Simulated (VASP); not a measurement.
# Al3Cu (Pmmm) in VASP: a series of runs

Al3Cu is run at these levels: LDA; tasks: single point.

All numbers are computed with VASP 6.6.1; they aren't measurements. Logs are shortened: lines on timing, memory, paths and dates and some standing lists are left out, and cuts for length are marked.

## (1) The cell of the first run

The structure is orthorhombic, space group Pmmm (No. 47). Conventional cell: a = 3.296 Å, b = 4.125 Å, c = 4.144 Å, α = 90.00°, β = 90.00°, γ = 90.00°. Al (site symmetry mmm) has 10 Al at 2.64 to 3.30 Å and 4 Cu at 2.92 Å within 3.5 Å. Al (site symmetry mmm) has 4 Cu at 2.64 Å and 10 Al at 2.65 to 3.30 Å within 3.5 Å. Within 3.5 Å of Al (site symmetry mmm) lie 10 Al at 2.64 to 3.30 Å and 4 Cu at 2.65 Å. Within 3.5 Å of Cu (site symmetry mmm) lie 12 Al at 2.64 to 2.92 Å and 2 Cu at 3.30 Å.

## (2) Single point, LDA

The input, INCAR:

```
PREC = Accurate ; ENCUT = 520
EDIFF = 1E-6 ; ISMEAR = 0
SIGMA = 0.15 ; LREAL = False
LASPH = True ; NELM = 100
ALGO = Fast ; ISIF = 2
LWAVE = False ; LCHARG = False
GGA = CA ; NBANDS = 18
```

The input, KPOINTS:

```
Automatic mesh
0
Gamma
  10 10 10
```

The input, POSCAR:

```
Al3Cu
1.0
    3.2959222552      0.0000000000      0.0000000000
    0.0000000000      4.1439958180      0.0000000000
    0.0000000000      0.0000000000      4.1247214188
Al Cu
3 1
Direct
    0.0000000000      0.5000000000      0.5000000000
    0.5000000000      0.0000000000      0.5000000000
    0.5000000000      0.5000000000      0.0000000000
    0.0000000000      0.0000000000      0.0000000000
```

Potentials or basis: VASP PAW LDA potentials, release 64 (Al, Cu).

On the command line:

```bash
$ cat potpaw_LDA.64/Al/POTCAR potpaw_LDA.64/Cu/POTCAR > POTCAR
$ mpirun -np 1 vasp_std > vasp.out
```

OUTCAR:

```text
PREC = Accurate
   ENCUT = 520
   EDIFF = 1E-6
   ISMEAR = 0
   LREAL = False
   LASPH = True
   NELM = 100
   ISIF = 2
   GGA = CA

 ion  position               nearest neighbor table
   1  0.000  0.500  0.500-   3 2.64   3 2.64   3 2.64   3 2.64   2 2.65   2 2.65   2 2.65   2 2.65
                             4 2.92   4 2.92   4 2.92   4 2.92
   2  0.500  0.000  0.500-   4 2.64   4 2.64   4 2.64   4 2.64   1 2.65   1 2.65   1 2.65   1 2.65
                             3 2.92   3 2.92   3 2.92   3 2.92
   3  0.500  0.500  0.000-   1 2.64   1 2.64   1 2.64   1 2.64   4 2.65   4 2.65   4 2.65   4 2.65
                             2 2.92   2 2.92   2 2.92   2 2.92
   4  0.000  0.000  0.000-   2 2.64   2 2.64   2 2.64   2 2.64   3 2.65   3 2.65   3 2.65   3 2.65
                             1 2.92   1 2.92   1 2.92   1 2.92

  LATTYP: Found a simple orthorhombic cell.
 ALAT       =     3.2959222552
 B/A-ratio  =     1.2514619883
 C/A-ratio  =     1.2573099415

  Lattice vectors:

 A1 = (  -3.2959222552,   0.0000000000,   0.0000000000)
 A2 = (   0.0000000000,   0.0000000000,   4.1247214188)
 A3 = (   0.0000000000,   4.1439958180,   0.0000000000)

Analysis of symmetry for initial positions (statically):
=====================================================================
 Subroutine PRICEL returns:
 Original cell was already a primitive cell.

 Routine SETGRP: Setting up the symmetry group for a
 simple orthorhombic supercell.

 Subroutine GETGRP returns: Found  8 space group operations
 (whereof  8 operations were pure point group operations)
 out of a pool of  8 trial point group operations.

The static configuration has the point symmetry D_2h.

Analysis of symmetry for dynamics (positions and initial velocities):
=====================================================================
 Subroutine PRICEL returns:
 Original cell was already a primitive cell.

 Routine SETGRP: Setting up the symmetry group for a
 simple orthorhombic supercell.

 Subroutine GETGRP returns: Found  8 space group operations
 (whereof  8 operations were pure point group operations)
 out of a pool of  8 trial point group operations.

The dynamic configuration has the point symmetry D_2h.

 Subroutine INISYM returns: Found  8 space group operations
 (whereof  8 operations are pure point group operations),
 and found     1 'primitive' translations

----------------------------------------------------------------------------------------

                                     Primitive cell

  volume of cell :      56.3366

  direct lattice vectors                    reciprocal lattice vectors
     3.295922255  0.000000000  0.000000000     0.303405215  0.000000000  0.000000000
     0.000000000  4.143995818  0.000000000     0.000000000  0.241312985  0.000000000
     0.000000000  0.000000000  4.124721419     0.000000000  0.000000000  0.242440616

  length of vectors
     3.295922255  4.143995818  4.124721419     0.303405215  0.241312985  0.242440616

  position of ions in fractional coordinates (direct lattice)
     0.000000000  0.500000000  0.500000000
     0.500000000  0.000000000  0.500000000
     0.500000000  0.500000000  0.000000000
     0.000000000  0.000000000  0.000000000

  ion indices of the primitive-cell ions
   primitive index   ion index
                 1           1
                 2           2
                 3           3
                 4           4

----------------------------------------------------------------------------------------

 KPOINTS: Automatic mesh

Automatic generation of k-mesh.
 Grid dimensions read from file:
 generate k-points for:   10   10   10

 Generating k-lattice:

  Cartesian coordinates                     Fractional coordinates (reciprocal lattice)
     0.030340521  0.000000000  0.000000000     0.100000000  0.000000000  0.000000000
     0.000000000  0.024131298  0.000000000     0.000000000  0.100000000  0.000000000
     0.000000000  0.000000000  0.024244062     0.000000000  0.000000000  0.100000000

  Length of vectors
     0.030340521  0.024131298  0.024244062

  Shift w.r.t. Gamma in fractional coordinates (k-lattice)
     0.000000000  0.000000000  0.000000000

 Subroutine IBZKPT returns following result:
 ===========================================

 Found    216 irreducible k-points:

 Following reciprocal coordinates:
            Coordinates               Weight
  0.000000  0.000000  0.000000      1.000000
  0.100000  0.000000  0.000000      2.000000
  0.200000  0.000000  0.000000      2.000000
  0.300000  0.000000  0.000000      2.000000
  0.400000  0.000000  0.000000      2.000000
  0.500000  0.000000  0.000000      1.000000
[... 16 lines left out ...]
  0.400000  0.300000  0.000000      4.000000
  0.500000  0.300000  0.000000      2.000000
 [... further k-points ...]
   k-points           NKPTS =    216   k-points in BZ     NKDIM =    216   number of bands    NBANDS=     18
   number of dos      NEDOS =    301   number of ions     NIONS =      4
   total plane-waves  NPLWV =  28672
   dimension x,y,z NGX =    28 NGY =   32 NGZ =   32
   dimension x,y,z NGXF=    56 NGYF=   64 NGZF=   64
   ions per type =               3   1
   NGX,Y,Z   is equivalent  to a cutoff of  14.12, 12.84, 12.90 a.u.
   NGXF,Y,Z  is equivalent  to a cutoff of  28.25, 25.68, 25.80 a.u.
 SYSTEM =  unknown system
   PREC   = accura    normal or accurate (medium, high low for compatibility)
   ISTART =      0    job   : 0-new  1-cont  2-samecut
   ICHARG =      2    charge: 1-file 2-atom 10-const
   ISPIN  =      1    spin polarized calculation?
   LNONCOLLINEAR =      F non collinear calculations
   LSORBIT =      F    spin-orbit coupling
   LASPH  =      T    aspherical Exc in radial PAW
   ENCUT  =  520.0 eV  38.22 Ry    6.18 a.u.   6.13  7.71  7.67*2*pi/ulx,y,z
   NELM   =    100;   NELMIN=  2; NELMDL= -5     # of ELM steps
   EDIFF  = 0.1E-05   stopping-criterion for ELM
   LREAL  =      F    real-space projection
   EDIFFG = 0.1E-04   stopping-criterion for IOM
   NSW    =      0    number of steps for IOM
   IBRION =     -1    ionic relax: 0-MD 1-quasi-New 2-CG
   NFREE  =      0    steps in history (QN), initial steepest desc. (CG)
   ISIF   =      2    stress and relaxation
   ISYM   =      2    0-nonsym 1-usesym 2-fastsym
   POTIM  = 0.5000    time-step for ionic-motion
   TEBEG  =    0.0;   TEEND  =   0.0 temperature during run
   PSTRESS=    0.0 pullay stress
   NELECT =      20.0000    total number of electrons
   NUPDOWN=      -1.0000    fix difference up-down
   EMIN   =  10.00;   EMAX   =-10.00  energy-range for DOS
   EFERMI =   0.00;   METHOD = LEGACY
   ISMEAR =     0;   SIGMA  =   0.15  broadening in eV -4-tet -1-fermi 0-gaus
   EFERMI_NEDOS =   21; number of points for ismear=-14 and -15
   IALGO  =     68    algorithm
   IMIX   =      4    mixing-type and parameters
     AMIX     =   0.40;   BMIX     =  1.00
     AMIX_MAG =   1.60;   BMIX_MAG =  1.00
  volume/ion in A,a.u.               =      14.08        95.04
  Fermi-wavevector in a.u.,A,eV,Ry     =   1.159190  2.190551 18.282433  1.343721
  Thomas-Fermi vector in A             =   2.295785
   LORBIT       =      0    0 simple, 1 ext, 2 COOP (PROOUT), +10 PAW based schemes
   GGA     = CA    functional components
   LHFCALC =     F    Hartree Fock is set to
   AEXX    =    0.0000 exact exchange contribution
   IVDW    =     0    specifies the selected vdW correction
   LEPSILON=     F    determine dielectric tensor
   LRPA    =     F    only Hartree local field effects (RPA)
 non-spin polarized calculation
 RMM-DIIS sequential band-by-band and
 Gauss-broadening in eV      SIGMA  =   0.15
  energy-cutoff  :      520.00
  volume of cell :       56.34
 maximum number of plane-waves:      1544
 NGX is ok and might be reduce to    28
   NGX = 13   NGY = 15   NGZ = 15

 number of electron      19.9999989 magnetization

 Free energy of the ion-electron system (eV)
  ---------------------------------------------------
  ext. energy  EPLUGINS =         0.00000000
  ---------------------------------------------------
  free energy    TOTEN  =       -17.01781678 eV

  energy without entropy =      -17.00388073  energy(sigma->0) =      -17.01084875

 E-fermi :   8.8110     XC(G=0): -11.2388

 val. band max:        8.7974148126   @ k =   0.1000   0.0000   0.4000
 cond. band min:       8.8210609592   @ k =   0.1000   0.4000   0.0000
 fundamental gap:      0.0236461466
 Fermi energy:         8.8109663806

 k-point     1 :       0.0000    0.0000    0.0000
  band No.  band energies     occupation
      1      -2.7910      2.00000
      2       3.7860      2.00000
      3       4.3256      2.00000
      4       4.9447      2.00000
      5       5.0532      2.00000
      6       5.0591      2.00000
[... 10 lines left out ...]
     17      17.4663      0.00000
     18      17.5747      0.00000

 k-point     2 :       0.1000    0.0000    0.0000
  band No.  band energies     occupation
      1      -2.6540      2.00000
      2       3.8410      2.00000
      3       4.3534      2.00000
      4       4.8057      2.00000
      5       4.8201      2.00000
      6       4.9554      2.00000
[... 10 lines left out ...]
     17      15.7439      0.00000
     18      16.0307      0.00000

 k-point     3 :       0.2000    0.0000    0.0000
  band No.  band energies     occupation
      1      -2.2446      2.00000
      2       3.9883      2.00000
      3       4.2737      2.00000
      4       4.5972      2.00000
      5       4.6077      2.00000
      6       4.9835      2.00000
[... 10 lines left out ...]
     17      14.7023      0.00000
     18      15.5407      0.00000

 k-point     4 :       0.3000    0.0000    0.0000
  band No.  band energies     occupation
      1      -1.5678      2.00000
      2       3.3892      2.00000
      3       4.1763      2.00000
      4       4.4502      2.00000
      5       4.4568      2.00000
      6       5.0184      2.00000
[... 375 lines left out ...]
      4       4.5467      2.00000
      5       4.5505      2.00000
      6       4.8112      2.00000
[... 10 lines left out ...]
     17      16.1391      0.00000
     18      16.8845      0.00000

 k-point    23 :       0.4000    0.3000    0.0000
  band No.  band energies     occupation
      1       0.0889      2.00000
      2       2.5392      2.00000
      3       3.2025      2.00000
      4       4.3820      2.00000
      5       4.4655      2.00000
      6       4.8739      2.00000
[... 10 lines left out ...]
     17      14.5020      0.00000
     18      15.3344      0.00000

 k-point    24 :       0.5000    0.3000    0.0000
  band No.  band energies     occupation
      1       1.0660      2.00000
      2       1.4262      2.00000
      3       3.7197      2.00000
      4       4.0950      2.00000
      5       4.4315      2.00000
      6       4.9025      2.00000
[... 10 lines left out ...]
     17      14.2276      0.00000
     18      14.8243      0.00000

 [... further k-points ...]

------------------------ aborting loop because EDIFF is reached ----------------------------------------

  FORCE on cell =-STRESS in cart. coord.  units (eV):
  Direction    XX          YY          ZZ          XY          YZ          ZX
  --------------------------------------------------------------------------------------
  -------------------------------------------------------------------------------------
  Total        2.4620091      0.2378625      0.4103125      0.0000000      0.0000000     -0.0000000
  in kB       70.0179421      6.7646548     11.6690216      0.0000000      0.0000000     -0.0000000
  external PRESSURE =      29.4838728 kB  Pullay stress =       0.0000000 kB

 VOLUME and BASIS-vectors are now :
 -----------------------------------------------------------------------------
  energy-cutoff  :      520.00
  volume of cell :       56.34
      direct lattice vectors                 reciprocal lattice vectors
     3.295922255  0.000000000  0.000000000     0.303405215  0.000000000  0.000000000
     0.000000000  4.143995818  0.000000000     0.000000000  0.241312985  0.000000000
     0.000000000  0.000000000  4.124721419     0.000000000  0.000000000  0.242440616

 POSITION                                       TOTAL-FORCE (eV/Angst)
 -----------------------------------------------------------------------------------
      0.00000      2.07200      2.06236         0.000000      0.000000      0.000000
      1.64796      0.00000      2.06236         0.000000      0.000000      0.000000
      1.64796      2.07200      0.00000         0.000000      0.000000      0.000000
      0.00000      0.00000      0.00000         0.000000      0.000000      0.000000
 -----------------------------------------------------------------------------------
    total drift:                               -0.000000     -0.000000     -0.000000

  FREE ENERGIE OF THE ION-ELECTRON SYSTEM (eV)
  ---------------------------------------------------
  free  energy   TOTEN  =       -17.0178167754 eV

  energy  without entropy=      -17.0038807334  energy(sigma->0) =      -17.01084875
```

It took 7.2 min on 1 thread of Intel Xeon 8259CL, shared host; peak memory 0.31 GiB.

Results:

| Quantity | Value |
| --- | --- |
| Free energy | -17.0178 eV |
| Pressure | 2.9 GPa |
| Band gap on the k mesh | zero (bands 10 and 11 overlap by 5.83 eV) |

Stress tensor (GPa, compression positive):
```
7.00 0.00 0.00
0.00 0.68 0.00
0.00 0.00 1.17
```

Caveat: the cell differs from its parent crystal (strain +e along x and -e along y -0.1100, strain +e along z and -e/2 along x and y +0.0700).

(Part 1 of 2 ends here.)
